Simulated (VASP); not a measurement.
# Mg3W (Pm-3m) in VASP: single point with PBEsol

Aim: the single point of Mg3W with PBEsol.

All numbers are computed with VASP 6.6.1; they aren't measurements. Logs are shortened: lines on timing, memory, paths and dates and some standing lists are left out, and cuts for length are marked.

### Step 1. The cell of the first run

The structure is cubic, space group Pm-3m (No. 221). Conventional cell: a = 4.313 Å, b = 4.313 Å, c = 4.313 Å, α = 90.00°, β = 90.00°, γ = 90.00°. Within 4.0 Å of Mg (site symmetry 4/mmm) lie 8 Mg at 3.05 Å and 4 W at 3.05 Å. Within 4.0 Å of W (site symmetry m-3m) lie 12 Mg at 3.05 Å.

### Step 2. Single point, PBEsol (Hf replaced by W, lengths x 0.987, strained)

Contents of INCAR:

```
SYSTEM = Mg3W
  PREC = Accurate
  ENCUT = 520
  EDIFF = 1E-6
  ISMEAR = 0
  SIGMA = 0.1
  LREAL = .False.
  LASPH = .True.
  NELM = 60
  ALGO = Normal
  ISIF = 2
  LWAVE = .False.
  LCHARG = .False.
  GGA = PS
  NBANDS = 18
```

Contents of KPOINTS:

```
regular mesh
0
Gamma
  10 10 10
  0 0 0
```

Contents of POSCAR:

```
Mg3W
1.0
    4.3125852013      0.0000000000      0.0000000000
    0.0000000000      4.3125852013      0.0000000000
    0.0000000000      0.0000000000      4.3125852013
Mg W
3 1
Direct
    0.5000000000      0.5000000000      0.0000000000
    0.5000000000      0.0000000000      0.5000000000
    0.0000000000      0.5000000000      0.5000000000
    0.0000000000      0.0000000000      0.0000000000
```

Potentials or basis: VASP PAW PBE potentials, release 64 (Mg, W_sv).

Launch:

```sh
$ cat potpaw_PBE.64/Mg/POTCAR potpaw_PBE.64/W_sv/POTCAR > POTCAR
$ mpirun -np 1 vasp_std > vasp.out
```

OUTCAR:

```text
SYSTEM = Mg3W
   PREC = Accurate
   ENCUT = 520
   EDIFF = 1E-6
   ISMEAR = 0
   LREAL = .False.
   LASPH = .True.
   NELM = 60
   ISIF = 2
   GGA = PS

 ion  position               nearest neighbor table
   1  0.500  0.500  0.000-   2 3.05   3 3.05   4 3.05   2 3.05   3 3.05   2 3.05   4 3.05   2 3.05
                             3 3.05   4 3.05   3 3.05   4 3.05
   2  0.500  0.000  0.500-   1 3.05   3 3.05   4 3.05   1 3.05   4 3.05   1 3.05   3 3.05   1 3.05
                             3 3.05   4 3.05   4 3.05   3 3.05
   3  0.000  0.500  0.500-   1 3.05   2 3.05   4 3.05   1 3.05   4 3.05   2 3.05   4 3.05   4 3.05
                             1 3.05   2 3.05   1 3.05   2 3.05
   4  0.000  0.000  0.000-   1 3.05   2 3.05   3 3.05   2 3.05   3 3.05   1 3.05   3 3.05   3 3.05
                             1 3.05   2 3.05   2 3.05   1 3.05

  LATTYP: Found a simple cubic cell.
 ALAT       =     4.3125852013

  Lattice vectors:

 A1 = (   4.3125852013,   0.0000000000,   0.0000000000)
 A2 = (   0.0000000000,   4.3125852013,   0.0000000000)
 A3 = (   0.0000000000,   0.0000000000,   4.3125852013)

Analysis of symmetry for initial positions (statically):
=====================================================================
 Subroutine PRICEL returns:
 Original cell was already a primitive cell.

 Routine SETGRP: Setting up the symmetry group for a
 simple cubic supercell.

 Subroutine GETGRP returns: Found 48 space group operations
 (whereof 48 operations were pure point group operations)
 out of a pool of 48 trial point group operations.

The static configuration has the point symmetry O_h .

Analysis of symmetry for dynamics (positions and initial velocities):
=====================================================================
 Subroutine PRICEL returns:
 Original cell was already a primitive cell.

 Routine SETGRP: Setting up the symmetry group for a
 simple cubic supercell.

 Subroutine GETGRP returns: Found 48 space group operations
 (whereof 48 operations were pure point group operations)
 out of a pool of 48 trial point group operations.

The dynamic configuration has the point symmetry O_h .

 Subroutine INISYM returns: Found 48 space group operations
 (whereof 48 operations are pure point group operations),
 and found     1 'primitive' translations

----------------------------------------------------------------------------------------

                                     Primitive cell

  volume of cell :      80.2071
[... 89 lines left out ...]
   LSORBIT =      F    spin-orbit coupling
   LASPH  =      T    aspherical Exc in radial PAW
   ENCUT  =  520.0 eV  38.22 Ry    6.18 a.u.   8.02  8.02  8.02*2*pi/ulx,y,z
   NELM   =     60;   NELMIN=  2; NELMDL= -5     # of ELM steps
   EDIFF  = 0.1E-05   stopping-criterion for ELM
   LREAL  =      F    real-space projection
   EDIFFG = 0.1E-04   stopping-criterion for IOM
   NSW    =      0    number of steps for IOM
   IBRION =     -1    ionic relax: 0-MD 1-quasi-New 2-CG
   NFREE  =      0    steps in history (QN), initial steepest desc. (CG)
   ISIF   =      2    stress and relaxation
   ISYM   =      2    0-nonsym 1-usesym 2-fastsym
   POTIM  = 0.5000    time-step for ionic-motion
   TEBEG  =    0.0;   TEEND  =   0.0 temperature during run
   PSTRESS=    0.0 pullay stress
   NELECT =      20.0000    total number of electrons
   NUPDOWN=      -1.0000    fix difference up-down
   EMIN   =  10.00;   EMAX   =-10.00  energy-range for DOS
   EFERMI =   0.00;   METHOD = LEGACY
   ISMEAR =     0;   SIGMA  =   0.10  broadening in eV -4-tet -1-fermi 0-gaus
   EFERMI_NEDOS =   21; number of points for ismear=-14 and -15
   IALGO  =     38    algorithm
   IMIX   =      4    mixing-type and parameters
     AMIX     =   0.40;   BMIX     =  1.00
     AMIX_MAG =   1.60;   BMIX_MAG =  1.00
  volume/ion in A,a.u.               =      20.05       135.32
  Fermi-wavevector in a.u.,A,eV,Ry     =   1.030419  1.947209 14.446164  1.061763
  Thomas-Fermi vector in A             =   2.164516
   LORBIT       =      0    0 simple, 1 ext, 2 COOP (PROOUT), +10 PAW based schemes
   GGA     = PS    functional components
   LHFCALC =     F    Hartree Fock is set to
   AEXX    =    0.0000 exact exchange contribution
   IVDW    =     0    specifies the selected vdW correction
   LEPSILON=     F    determine dielectric tensor
   LRPA    =     F    only Hartree local field effects (RPA)
 non-spin polarized calculation
 Gauss-broadening in eV      SIGMA  =   0.10
  energy-cutoff  :      520.00
  volume of cell :       80.21
 maximum number of plane-waves:      2208
   NGX = 17   NGY = 17   NGZ = 17

 number of electron      19.9999998 magnetization

 Free energy of the ion-electron system (eV)
  ---------------------------------------------------
  ext. energy  EPLUGINS =         0.00000000
  ---------------------------------------------------
  free energy    TOTEN  =       -16.55278150 eV

  energy without entropy =      -16.54305783  energy(sigma->0) =      -16.54791967

 E-fermi :   3.9876     XC(G=0):  -9.8550

 val. band max:        3.9754552008   @ k =   0.4000   0.4000   0.3000
 cond. band min:       3.9912229856   @ k =   0.5000   0.5000   0.4000
 fundamental gap:      0.0157677848
 Fermi energy:         3.9875678005

 k-point     1 :       0.0000    0.0000    0.0000
  band No.  band energies     occupation
      1     -69.7884      2.00000
      2     -33.9328      2.00000
      3     -33.9328      2.00000
      4     -33.9328      2.00000
      5      -3.2063      2.00000
      6       2.2105      2.00000
[... 481 lines left out ...]
      5      -2.2459      2.00000
      6       0.8486      2.00000
[... 10 lines left out ...]
     17      10.2694      0.00000
     18      10.9666      0.00000

 [... further k-points ...]
[... 5 lines left out ...]
  --------------------------------------------------------------------------------------
  -------------------------------------------------------------------------------------
  Total       -3.6056989     -3.6056989     -3.6056989      0.0000000      0.0000000      0.0000000
  in kB      -72.0256147    -72.0256147    -72.0256147      0.0000000      0.0000000      0.0000000
  external PRESSURE =     -72.0256147 kB  Pullay stress =       0.0000000 kB

 VOLUME and BASIS-vectors are now :
 -----------------------------------------------------------------------------
  energy-cutoff  :      520.00
  volume of cell :       80.21
      direct lattice vectors                 reciprocal lattice vectors
     4.312585201  0.000000000  0.000000000     0.231879477  0.000000000  0.000000000
     0.000000000  4.312585201  0.000000000     0.000000000  0.231879477  0.000000000
     0.000000000  0.000000000  4.312585201     0.000000000  0.000000000  0.231879477

 POSITION                                       TOTAL-FORCE (eV/Angst)
 -----------------------------------------------------------------------------------
      2.15629      2.15629      0.00000         0.000000      0.000000      0.000000
      2.15629      0.00000      2.15629         0.000000      0.000000      0.000000
      0.00000      2.15629      2.15629         0.000000      0.000000      0.000000
      0.00000      0.00000      0.00000         0.000000      0.000000      0.000000
 -----------------------------------------------------------------------------------
    total drift:                                0.000000      0.000000      0.000000

  FREE ENERGIE OF THE ION-ELECTRON SYSTEM (eV)
  ---------------------------------------------------
  free  energy   TOTEN  =       -16.5527815042 eV

  energy  without entropy=      -16.5430578295  energy(sigma->0) =      -16.54791967
```

OSZICAR:

```text
N       E                     dE             d eps       ncg     rms          rms(c)
DAV:   1     0.982025334196E+02    0.98203E+02   -0.90516E+03  2104   0.995E+02
DAV:   2    -0.140560425062E+02   -0.11226E+03   -0.10945E+03  2492   0.248E+02
DAV:   3    -0.173157864126E+02   -0.32597E+01   -0.31752E+01  2498   0.380E+01
DAV:   4    -0.173540543252E+02   -0.38268E-01   -0.38091E-01  2386   0.447E+00
DAV:   5    -0.173545678444E+02   -0.51352E-03   -0.51350E-03  2368   0.571E-01    0.982E+00
DAV:   6    -0.168477058996E+02    0.50686E+00   -0.50062E+00  2200   0.117E+01    0.266E+00
DAV:   7    -0.166102403207E+02    0.23747E+00   -0.10227E+00  2144   0.484E+00    0.217E+00
DAV:   8    -0.165546590740E+02    0.55581E-01   -0.12507E-01  2216   0.222E+00    0.349E-01
DAV:   9    -0.165529783524E+02    0.16807E-02   -0.45631E-03  2394   0.404E-01    0.203E-01
DAV:  10    -0.165527960784E+02    0.18227E-03   -0.61971E-04  2196   0.179E-01    0.398E-02
DAV:  11    -0.165527878245E+02    0.82539E-05   -0.14103E-04  2290   0.868E-02    0.327E-02
DAV:  12    -0.165527815113E+02    0.63132E-05   -0.29224E-05  2206   0.323E-02    0.227E-03
DAV:  13    -0.165527815042E+02    0.71045E-08   -0.44007E-07  1280   0.484E-03
   1 F= -.16552782E+02 E0= -.16547920E+02  d E =-.972367E-02
```

stdout:

```text
POSCAR found type information on POSCAR MgW
 POSCAR found :  2 types and       4 ions
 scaLAPACK will be used
 -----------------------------------------------------------------------------
|                                                                             |
|                                                                             |
|     You enforced a specific xc type in the INCAR file but a different       |
|     I HOPE YOU KNOW WHAT YOU ARE DOING!                                     |
|                                                                             |
 -----------------------------------------------------------------------------

 LDA part: xc-table for (Slater+PW92), standard interpolation
 POSCAR, INCAR and KPOINTS ok, starting setup
 FFT: planning ... GRIDC
 FFT: planning ... GRID_SOFT
 FFT: planning ... GRID
 WAVECAR not read
 entering main loop
```

It took 48 s on 1 thread of AMD EPYC 7R43 (Zen 3), shared host; peak memory 0.2 GiB.

What came out:

```yaml
Free_energy: -16.5528 eV
Pressure: -7.2 GPa
Band_gap_on_the_k_mesh: zero (bands 10 and 11 overlap by 1.01 eV)
```

Caveat: the cell differs from its parent crystal (Hf replaced by W, lengths x 0.987, strained); the cell stands under tension; the PAW data sets were made with another functional, which shifts forces and pressure a little; spin-orbit coupling is left out, which moves the levels of the heavy elements.
